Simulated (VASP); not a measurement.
A run of VASP 6.6.1:

The input INCAR:

```
PREC = Accurate
ENCUT = 520
EDIFF = 1E-6
ISMEAR = 0
SIGMA = 0.15
LREAL = False
LASPH = True
NELM = 100
ALGO = Normal
ISIF = 2
LWAVE = False
LCHARG = True
GGA = PE
LELF = True
LVHAR = True
NBANDS = 16
```

KPOINTS

```
Automatic mesh
0
Gamma
  18 18 6
```

File POSCAR:

```
C
1.0
    2.3513364993      0.0000000000      0.0000000000
   -1.1756682496      2.1360716891      0.0000000000
    0.0000000000      0.0000000000      8.5653080463
C
4
Direct
   -0.0576914494      0.0000000000      0.0025000000
    0.0576914494      0.0000000000      0.5025000000
    0.2756407870      0.6666666667      0.0025000000
    0.7243592130      0.3333333333      0.5025000000
```

Potentials or basis: VASP PAW PBE potentials, release 64 (C).

The run is started by

```console
$ cat potpaw_PBE.64/C/POTCAR > POTCAR
$ mpirun -np 1 vasp_std > vasp.out
```

Hardware: 1 thread of Intel(R) Xeon(R) 6975P-C (Granite Rapids), with other jobs on the host.

Question: How long does it take, and how much memory?

Answer: It took 2.3 min on 1 thread of Intel(R) Xeon(R) 6975P-C (Granite Rapids), with other jobs on the host, peak memory 0.4 GiB. Counts: scf iterations 13, k points 656.
